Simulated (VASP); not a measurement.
# Ta (Fm-3m) in VASP: further runs, part 2 of 2

VASP 6.6.1. Earlier steps stand in the parts before.

## 3. Single point, r2SCAN (18.61 Å³/atom)

This run uses another cell than the first one, of 18.61 Å³/atom.

Input file POSCAR:

```
Ta
1.0
    0.0000000000      2.1031454766      2.1031454766
    2.1031454766      0.0000000000      2.1031454766
    2.1031454766      2.1031454766      0.0000000000
Ta
1
Direct
    0.0000000000      0.0000000000      0.0000000000
```

Input file INCAR.step1:

```
SYSTEM = Ta
PREC = Accurate ; ENCUT = 550
ISMEAR = -1 ; SIGMA = 0.08
LREAL = .FALSE. ; LASPH = .TRUE.
NELM = 120 ; NBANDS = 12
GGA = PE ; ALGO = Normal
EDIFF = 1E-5 ; LWAVE = .TRUE.
LCHARG = .FALSE. ; GGA_COMPAT = .FALSE.
```

Input file INCAR.step2:

```
SYSTEM = Ta
PREC = Accurate ; ENCUT = 550
EDIFF = 1E-6 ; ISMEAR = -1
SIGMA = 0.08 ; LREAL = .FALSE.
LASPH = .TRUE. ; NELM = 120
ALGO = Normal ; ISIF = 2
LWAVE = .FALSE. ; LCHARG = .TRUE.
METAGGA = R2SCAN ; LMIXTAU = .TRUE.
LELF = .TRUE. ; LVHAR = .TRUE.
NBANDS = 12 ; ISTART = 1
GGA_COMPAT = .FALSE.
```

Input file KPOINTS:

```
Automatic mesh
0
G
  14 14 14
  0 0 0
```

Potentials or basis: VASP PAW PBE potentials, release 64 (Ta_pv).

On the command line:

```console
> cat potpaw_PBE.64/Ta_pv/POTCAR > POTCAR
> cp INCAR.step1 INCAR
> mpirun -np 1 vasp_std > vasp.out
> cp INCAR.step2 INCAR
> mpirun -np 1 vasp_std > vasp.out
```

OUTCAR:

```text
SYSTEM = Ta
   PREC = Accurate
   ENCUT = 550
   EDIFF = 1E-6
   ISMEAR = -1
   LREAL = .FALSE.
   LASPH = .TRUE.
   NELM = 120
   ISIF = 2
   METAGGA = R2SCAN
   ISTART = 1

 ion  position               nearest neighbor table
   1  0.000  0.000  0.000-

  LATTYP: Found a face centered cubic cell.
 ALAT       =     4.2062909532

  Lattice vectors:

 A1 = (   0.0000000000,   2.1031454766,   2.1031454766)
[... 537 lines left out ...]
     10      16.9420      0.00000
     11      20.1859      0.00000
     12      23.2154      0.00000

 [... further k-points ...]

------------------------ aborting loop because EDIFF is reached ----------------------------------------

  FORCE on cell =-STRESS in cart. coord.  units (eV):
  Direction    XX          YY          ZZ          XY          YZ          ZX
  --------------------------------------------------------------------------------------
  -------------------------------------------------------------------------------------
  Total        0.0842613      0.0842613      0.0842613      0.0000000     -0.0000000      0.0000000
  in kB        7.2560619      7.2560619      7.2560619      0.0000000     -0.0000000      0.0000000
  external PRESSURE =       7.2560619 kB  Pullay stress =       0.0000000 kB

 VOLUME and BASIS-vectors are now :
 -----------------------------------------------------------------------------
  energy-cutoff  :      550.00
  volume of cell :       18.61
      direct lattice vectors                 reciprocal lattice vectors
     0.000000000  2.103145477  2.103145477    -0.237739141  0.237739141  0.237739141
     2.103145477  0.000000000  2.103145477     0.237739141 -0.237739141  0.237739141
     2.103145477  2.103145477  0.000000000     0.237739141  0.237739141 -0.237739141

 POSITION                                       TOTAL-FORCE (eV/Angst)
 -----------------------------------------------------------------------------------
      0.00000      0.00000      0.00000         0.000000      0.000000      0.000000
 -----------------------------------------------------------------------------------
    total drift:                                0.000000      0.000000      0.000000

  FREE ENERGIE OF THE ION-ELECTRON SYSTEM (eV)
  ---------------------------------------------------
  free  energy   TOTEN  =       -48.3511153548 eV

  energy  without entropy=      -48.3282361541  energy(sigma->0) =      -48.33967575
```

OUTCAR.step1:

```text
SYSTEM = Ta
   PREC = Accurate
   ENCUT = 550
   ISMEAR = -1
   LREAL = .FALSE.
   LASPH = .TRUE.
[... 576 lines left out ...]
 -----------------------------------------------------------------------------------
      0.00000      0.00000      0.00000        -0.000000      0.000000      0.000000
 -----------------------------------------------------------------------------------
    total drift:                               -0.000000      0.000000     -0.000000

  FREE ENERGIE OF THE ION-ELECTRON SYSTEM (eV)
  ---------------------------------------------------
  free  energy   TOTEN  =       -11.5839190148 eV

  energy  without entropy=      -11.5579630234  energy(sigma->0) =      -11.57094102
```

OSZICAR.step1:

```text
N       E                     dE             d eps       ncg     rms          rms(c)
DAV:   1     0.620874626561E+02    0.62087E+02   -0.63254E+03  2512   0.907E+02
DAV:   2    -0.110461051653E+02   -0.73134E+02   -0.71355E+02  2780   0.248E+02
DAV:   3    -0.120787778472E+02   -0.10327E+01   -0.10237E+01  3052   0.276E+01
DAV:   4    -0.120814439263E+02   -0.26661E-02   -0.26659E-02  2788   0.159E+00
DAV:   5    -0.120814534760E+02   -0.95496E-05   -0.95497E-05  3036   0.905E-02    0.125E+01
DAV:   6    -0.117018114559E+02    0.37964E+00   -0.29942E-01  2952   0.599E+00    0.604E+00
DAV:   7    -0.115851956128E+02    0.11662E+00   -0.35685E-01  2904   0.555E+00    0.379E-01
DAV:   8    -0.115841451795E+02    0.10504E-02   -0.12072E-02  2812   0.950E-01    0.278E-01
DAV:   9    -0.115839255237E+02    0.21966E-03   -0.51952E-04  2864   0.232E-01    0.260E-02
DAV:  10    -0.115839190148E+02    0.65089E-05   -0.10068E-05  2140   0.327E-02
   1 F= -.11583919E+02 E0= -.11570941E+02  d E =-.259560E-01
```

It took 65 s on 1 thread of Intel Xeon Platinum 8259CL at 2.50GHz (Skylake/Cascade Lake), shared host; peak memory 0.16 GiB.

What came out:

```
Free energy            : -48.3511 eV
Pressure               : 0.7 GPa
Band gap on the k mesh : zero (an odd number of electrons rules out a gap without spin polarisation)
```

Levels at points of the mesh, in eV from the Fermi level:
```csv
k point,band 3,band 4,band 5,band 6,band 7,band 8
"(0.00, 0.00, 0.00)",-34.80,-8.62,0.49,0.49,0.49,3.78
"(0.50, 0.00, 0.00)",-34.94,-4.89,0.32,0.32,0.51,6.12
"(0.50, 0.50, 0.00)",-35.19,-4.62,-3.58,2.89,6.19,6.76
```

Caveat: the PAW data sets were made with another functional, which shifts forces and pressure a little; spin-orbit coupling is left out, which moves the levels of the heavy elements.

## 4. Single point, r2SCAN (19.06 Å³/atom)

This run uses another cell than the first one, of 19.06 Å³/atom.

Input file POSCAR:

```
Ta
1.0
    0.0000000000      2.1201070597      2.1201070597
    2.1201070597      0.0000000000      2.1201070597
    2.1201070597      2.1201070597      0.0000000000
Ta
1
Direct
    0.0000000000      0.0000000000      0.0000000000
```

Input file INCAR.step1:

```
ALGO = Normal
EDIFF = 1E-5
ENCUT = 550
GGA = PE
GGA_COMPAT = F
ISMEAR = -1
LASPH = T
LCHARG = F
LREAL = F
LWAVE = T
NBANDS = 12
NELM = 120
PREC = Accurate
SIGMA = 0.08
```

Input file INCAR.step2:

```
ALGO = Normal
EDIFF = 1E-6
ENCUT = 550
GGA_COMPAT = F
ISIF = 2
ISMEAR = -1
ISTART = 1
LASPH = T
LCHARG = F
LMIXTAU = T
LREAL = F
LWAVE = F
METAGGA = R2SCAN
NBANDS = 12
NELM = 120
PREC = Accurate
SIGMA = 0.08
```

Input file KPOINTS:

```
k-points
0
Gamma
  14 14 14
```

On the command line:

```console
> cat potpaw_PBE.64/Ta_pv/POTCAR > POTCAR
> cp INCAR.step1 INCAR
> mpirun -np 1 vasp_std > vasp.out
> cp INCAR.step2 INCAR
> mpirun -np 1 vasp_std > vasp.out
```

It took 87 s on 1 thread of Intel Xeon Platinum 8259CL at 2.50GHz (Skylake/Cascade Lake), shared host; peak memory 0.16 GiB.

It converged, with:

| Quantity | Value |
| --- | --- |
| Free energy | -48.3466 eV |
| Pressure | -3.9 GPa |
| Band gap on the k mesh | zero (an odd number of electrons rules out a gap without spin polarisation) |

Levels at points of the mesh, in eV from the Fermi level:
```tsv
k point	band 1	band 2	band 3	band 4	band 5	band 6	band 7	band 8	band 9	band 10
(0.00, 0.00, 0.00)	-34.89	-34.89	-34.89	-8.52	0.50	0.50	0.50	3.69	3.69	11.35
(0.50, 0.00, 0.00)	-35.91	-35.03	-35.03	-4.78	0.34	0.34	0.43	5.94	5.94	10.32
(0.50, 0.50, 0.00)	-35.84	-35.25	-35.25	-4.48	-3.46	2.75	6.02	6.56	6.56	11.33
```

Caveat: the cell stands under tension; the PAW data sets were made with another functional, which shifts forces and pressure a little; spin-orbit coupling is left out, which moves the levels of the heavy elements.

## 5. Summary

```tsv
cell	gap on the mesh (eV)	pressure (GPa)
a = 2.950 Å, angles 60.0°, 1 atom	none	5.9
a = 2.974 Å, angles 60.0°, 1 atom	none	0.7
a = 2.998 Å, angles 60.0°, 1 atom	none	-3.9
```

Alike in all rows: task single point; level r2SCAN; potentials or basis VASP PAW PBE potentials, release 64 (Ta_pv); no spin polarisation; k mesh 14 × 14 × 14; cutoff (eV) 550; smearing fermi-dirac 0.08 eV.

Caveats: the PAW data sets were made with another functional, which shifts forces and pressure a little; spin-orbit coupling is left out, which moves the levels of the heavy elements; the cell stands under pressure (at least some runs); the cell stands under tension (at least some runs).

Total energies depend on the potentials used, so only differences within one code and one set of settings carry meaning.
